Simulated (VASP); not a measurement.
Wanted: the native input for a VASP 6.6.1 run.

```yaml
Task: single point
Functional: LDA
Potentials_or_basis: VASP PAW LDA potentials, release 64 (Re)
Cutoff: 520 eV
k_mesh: 14 × 14 × 14
Occupations: fermi-dirac, width 0.03 eV
Spin: no spin polarisation
Dipole_correction: no
Further_INCAR_settings: ALGO = Normal; EDIFF = 1e-07; NBANDS = 10
```

The structure of Re lies in POSCAR:

```
Re
1.0
   -0.0592500000      1.9453750000      1.9453750000
    1.9453750000     -0.0592500000      1.9453750000
    1.9453750000      1.9453750000     -0.0592500000
Re
1
Direct
    0.0000000000      0.0000000000      0.0000000000
```

This cell differs from its parent crystal: equal xy, yz and zx shear strains of -3 %.

The input as run:

INCAR

```
PREC     = Accurate       # precision mode
ENCUT    = 520            # plane-wave cutoff, eV
EDIFF    = 1E-7           # SCF threshold, eV
ISMEAR   = -1             # smearing method
SIGMA    = 0.03           # smearing width, eV
LREAL    = False          # projectors in reciprocal space
LASPH    = True           # aspherical terms in the spheres
NELM     = 100            # most SCF steps
ALGO     = Normal         # electronic algorithm
ISIF     = 2              # what is computed and relaxed
LWAVE    = False          # write WAVECAR
LCHARG   = False          # write CHGCAR
NBANDS   = 10             # bands
```

KPOINTS

```
regular mesh
0
Gamma
  14 14 14
```

Potentials or basis: VASP PAW LDA potentials, release 64 (Re).

Launch:

```console
$ cat potpaw_LDA.64/Re/POTCAR > POTCAR
$ mpirun -np 1 vasp_std > vasp.out
```

Results of the run:

```
Pressure               : -22.3 GPa
Band gap on the k mesh : zero (an odd number of electrons rules out a gap without spin polarisation)
```

Caveat: the cell differs from its parent crystal (equal xy, yz and zx shear strains of -3 %); the cell stands under tension; spin-orbit coupling is left out, which moves the levels of the heavy elements.

Run time: 23 s on 1 thread of Intel(R) Xeon(R) Platinum 8488C (Sapphire Rapids), with other jobs on the host, peak memory 0.16 GiB.
